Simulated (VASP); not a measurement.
Si32O (a cell with a defect): single point with PBE

The system is Si32O (a cell with a defect).

```
Si O
1.0
     5.47009    5.47009    5.47009
     5.47009   -5.47009   -5.47009
    -5.47009    5.47009   -5.47009
Si O
32 1
Direct
  0.74910 0.74960 0.24891
  0.99905 0.75035 0.99838
  0.74350 0.48884 0.49405
  0.24897 0.75015 0.74939
  0.99894 0.49949 0.24939
  0.48614 0.74274 0.49280
  0.25613 0.51196 0.00540
  0.74988 0.24902 0.74933
  0.99936 0.25016 0.49899
  0.50332 0.50370 0.75895
  0.75007 0.99944 0.99812
  0.26435 0.26458 0.27391
  0.50908 0.25471 0.00389
  0.95455 0.95588 0.70985
  0.24971 0.99988 0.49899
  0.49982 0.00101 0.25016
  0.50273 0.75599 0.25328
  0.75134 0.75181 0.00284
  0.50867 0.50917 0.51652
  0.99004 0.73207 0.73899
  0.75347 0.50211 0.25214
  0.24297 0.74760 0.49727
  0.00061 0.50075 0.00066
  0.50052 0.25050 0.75016
  0.74785 0.24514 0.49804
  0.25016 0.50079 0.75027
  0.50055 0.00071 0.00063
  0.00182 0.25102 0.24960
  0.29105 0.29237 0.04634
  0.72909 0.98859 0.73729
  0.99774 0.99813 0.49383
  0.25058 0.00215 0.24966
  0.10629 0.11495 0.90395
```

```
Program                : VASP 6.6.1
Task                   : single point
Functional             : PBE
Potentials or basis    : VASP PAW PBE potentials, release 64 (Si, O)
Cutoff                 : 520 eV
k mesh                 : 2 × 2 × 2, shifted
Occupations            : gaussian, width 0.02 eV
Spin                   : no spin polarisation
Dipole correction      : no
Further INCAR settings : LREAL = Auto; ALGO = Normal; EDIFF = 1e-07; NBANDS = 89
```

- Pressure: 1.7 GPa
- Largest force: 0.051 eV/Å
- Band gap on the k mesh: 1.28 eV

Forces on the atoms (eV/Å):
```
Si   0.000  0.000  0.000
Si   0.001  0.000 -0.001
Si   0.001  0.001  0.000
Si  -0.002  0.000  0.002
Si   0.002  0.001 -0.002
Si   0.001  0.000 -0.002
Si   0.005  0.002 -0.002
Si   0.000 -0.003  0.001
Si   0.000  0.001 -0.001
Si  -0.002  0.000 -0.001
Si   0.000  0.003  0.000
Si   0.004  0.000 -0.001
Si  -0.001 -0.002 -0.005
Si  -0.028 -0.027  0.033
Si  -0.001  0.000 -0.001
Si  -0.001  0.002  0.001
Si   0.001 -0.004 -0.002
Si  -0.002 -0.001  0.000
Si  -0.003  0.001 -0.001
Si   0.003 -0.004  0.000
Si   0.001  0.000  0.002
Si  -0.002  0.001  0.001
Si   0.000  0.002 -0.001
Si  -0.001 -0.001  0.000
Si  -0.001 -0.003  0.001
Si   0.000  0.000  0.000
Si   0.002  0.000 -0.003
Si   0.004 -0.002  0.000
Si   0.030  0.031 -0.028
Si  -0.001  0.001  0.004
Si  -0.003  0.002  0.000
Si   0.004 -0.001  0.001
O   -0.011  0.001  0.002
```

Stress tensor (GPa, compression positive):
```
 1.69  1.11 -1.11
 1.11  1.71 -1.12
-1.11 -1.12  1.70
```

Levels at points of the mesh, in eV from the valence-band top:
```csv
k point,band 63,band 64,band 65,band 66,band 67,band 68,band 69,band 70,band 71,band 72
"(0.25, 0.25, 0.25)",-0.24,-0.24,-0.20,-0.10,-0.08,1.82,1.87,1.97,1.97,2.00
```

Run time: 18 min on 1 thread of Oxide Virtual Turin-like Processor (shared host), peak memory 0.69 GiB.
